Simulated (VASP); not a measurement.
SiO2, 6 atoms in the cell. It takes space group I-42d (No. 122, tetragonal). The conventional cell has a = 4.875 Å, b = 4.875 Å, c = 7.214 Å, α = 90.00°, β = 90.00°, γ = 90.00°. Si (site symmetry -4) has 4 O at 1.59 Å within 2.1 Å. O (site symmetry 2) has 2 Si at 1.59 Å within 2.1 Å. 

| Quantity | Value |
| --- | --- |
| Program | VASP 6.6.1 |
| Task | relaxation of shape and atoms at fixed volume |
| Functional | LDA |
| Potentials or basis | VASP PAW LDA potentials, release 64 (Si, O) |
| Cutoff | 600 eV |
| k mesh | 8 × 8 × 8 |
| Occupations | gaussian, width 0.02 eV |
| Spin | no spin polarisation |
| Dipole correction | no |
| Further INCAR settings | ALGO = Normal; EDIFF = 1e-07; IBRION = 2; EDIFFG = -0.01; NSW = 50; ISIF = 4 |

Potentials or basis: VASP PAW LDA potentials, release 64 (Si, O).

Run with:

```bash
$ cat potpaw_LDA.64/Si/POTCAR potpaw_LDA.64/O/POTCAR > POTCAR
$ mpirun -np 1 vasp_std > vasp.out
```

Hardware: 1 thread of Intel(R) Xeon(R) Platinum 8259CL CPU @ 2.50GHz (Skylake/Cascade Lake) (shared host).

Question: How long does it take, and how much memory?

Answer: It took 5.6 min on 1 thread of Intel(R) Xeon(R) Platinum 8259CL CPU @ 2.50GHz (Skylake/Cascade Lake), on a shared host, peak memory 0.25 GiB. Counts: scf iterations 47, k points 59, ion steps 5.
